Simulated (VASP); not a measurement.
Write the native input for VASP 6.6.1 that does the following.

```yaml
Task: single point
Functional: PBE
Potentials_or_basis: VASP PAW PBE potentials, release 64 (K_sv, Mo_sv)
Cutoff: 520 eV
k_mesh: 14 × 14 × 14
Occupations: gaussian, width 0.1 eV
Spin: no spin polarisation
Dipole_correction: no
Further_INCAR_settings: ALGO = Fast; EDIFF = 1e-06; NBANDS = 18
```

The structure of KMo lies in POSCAR:

```
KMo
1.0
    3.7220123981      0.0000000000      0.0000000000
    0.0000000000      3.7220123981      0.0000000000
    0.0000000000      0.0000000000      3.7220123981
K Mo
1 1
Direct
    0.0000000000      0.0000000000      0.0000000000
    0.5000000000      0.5000000000      0.5000000000
```

The input as run:

INCAR

```
  PREC = Accurate
  ENCUT = 520
  EDIFF = 1E-6
  ISMEAR = 0
  SIGMA = 0.1
  LREAL = F
  LASPH = T
  NELM = 60
  ALGO = Fast
  ISIF = 2
  LWAVE = F
  LCHARG = F
  GGA = PE
  NBANDS = 18
```

KPOINTS

```
regular mesh
0
Gamma
  14 14 14
```

Potentials or basis: VASP PAW PBE potentials, release 64 (K_sv, Mo_sv).

Run with:

```sh
$ cat potpaw_PBE.64/K_sv/POTCAR potpaw_PBE.64/Mo_sv/POTCAR > POTCAR
$ mpirun -np 1 vasp_std > vasp.out
```

It gave:

The pressure is 0.1 GPa and the band gap on the k mesh is zero (an odd number of electrons rules out a gap without spin polarisation).

Run time: 45 s on 1 thread of Intel(R) Xeon(R) 6975P-C (Granite Rapids), on a shared host, peak memory 0.23 GiB.
